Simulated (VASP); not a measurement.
Here is a VASP 6.6.1 calculation.

Contents of INCAR:

```
SYSTEM = NbB2
ALGO = Normal
EDIFF = 1E-7
ENCUT = 520
GGA = PS
ISIF = 2
ISMEAR = -1
LASPH = .True.
LCHARG = .False.
LREAL = .False.
LWAVE = .False.
NBANDS = 16
NELM = 80
PREC = Accurate
SIGMA = 0.05
```

The input KPOINTS:

```
k-points
0
Gamma
  13 13 11
  0 0 0
```

File POSCAR:

```
NbB2
1.0
    3.0860000000      0.0000000000      0.0000000000
   -1.5430000000      2.6725544000      0.0000000000
    0.0000000000      0.0000000000      3.2509000000
Nb B
1 2
Direct
    0.0000000000      0.0000000000      0.0000000000
    0.3333333333      0.6666666667      0.5000000000
    0.6666666667      0.3333333333      0.5000000000
```

Potentials or basis: VASP PAW PBE potentials, release 64 (Nb_sv, B).

Launch:

```console
$ cat potpaw_PBE.64/Nb_sv/POTCAR potpaw_PBE.64/B/POTCAR > POTCAR
$ mpirun -np 1 vasp_std > vasp.out
```

Task: Estimate the pressure.

Result: 5.3 GPa.

Stress tensor (GPa, compression positive):
```
4.69 0.00 0.00
0.00 4.69 0.00
0.00 0.00 6.49
```

Caveat: the PAW data sets were made with another functional, which shifts forces and pressure a little.
